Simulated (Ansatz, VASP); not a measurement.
# H: VASP beside Ansatz

Contents of INCAR:

```
SYSTEM = H
PREC = Accurate ; ENCUT = 520
EDIFF = 1E-6 ; ISMEAR = 0
SIGMA = 0.02 ; LREAL = .FALSE.
LASPH = .TRUE. ; NELM = 80
ALGO = Normal ; ISIF = 2
LWAVE = .FALSE. ; LCHARG = .FALSE.
GGA = CA ; NBANDS = 8
```

The input KPOINTS:

```
regular mesh
0
G
  11 11 11
  0 0 0
```

POSCAR

```
H
1.0
   -1.6915344700      1.6915344700      2.0584739900
    1.6915344700     -1.6915344700      2.0584739900
    1.6915344700      1.6915344700     -2.0584739900
H
2
Direct
    0.0901377100      0.0901377100      0.0000000000
    0.9098622900      0.9098622900      0.0000000000
```

File input.yaml:

```yaml
crystal:
  lattice:
    - [-1.69153447, 1.69153447, 2.05847399]
    - [1.69153447, -1.69153447, 2.05847399]
    - [1.69153447, 1.69153447, -2.05847399]
  atoms:
    - { symbol: H, position: [0.09013771, 0.09013771, 0.0] }
    - { symbol: H, position: [0.90986229, 0.90986229, 0.0] }
kpoints:
  mp_grid: { grid: [11, 11, 11] }
scf:
  occupations: { method: gaussian, width: 0.02 }
hamiltonian:
  xc: lda
  pseudopotentials: { kind: all_electron, lapw: { basis_error: 0.001 } }
output:
  forces: true
  stress: true
  eigenvalues: true
```

Alike in both runs: task single point; functional LDA; k mesh 11 × 11 × 11; occupations gaussian, width 0.02 eV; no spin polarisation.

|  | VASP | Ansatz |
| --- | --- | --- |
| version | VASP 6.6.1 | Ansatz 0.2.0 |
| potentials or method | VASP PAW LDA potentials, release 64 (H), cutoff 520 eV | all-electron LAPW, scalar-relativistic |

VASP gave:

```
gap on the k mesh at the Fermi level (eV)                     : 8.42
least direct gap on the mesh (eV)                             : 9.27
pressure (GPa)                                                : 0.7
traceless stress, the component that is largest in VASP (GPa) : 3.28
rms of the force components (eV/Å)                            : 0.561
```

Problem. Which values does Ansatz return?

Solution. gap on the k mesh at the Fermi level (eV): 8.42; least direct gap on the mesh (eV): 9.27; pressure (GPa): 0.9; traceless stress, the component that is largest in VASP (GPa): 3.27; rms of the force components (eV/Å): 0.552.

LDA's correlation is that of Perdew and Zunger in VASP and of Perdew and Wang (1992) in Ansatz. Atom by atom the forces differ by 0.009 eV/Å (rms over components). Ansatz ran all-electron here, and VASP with PAW potentials.
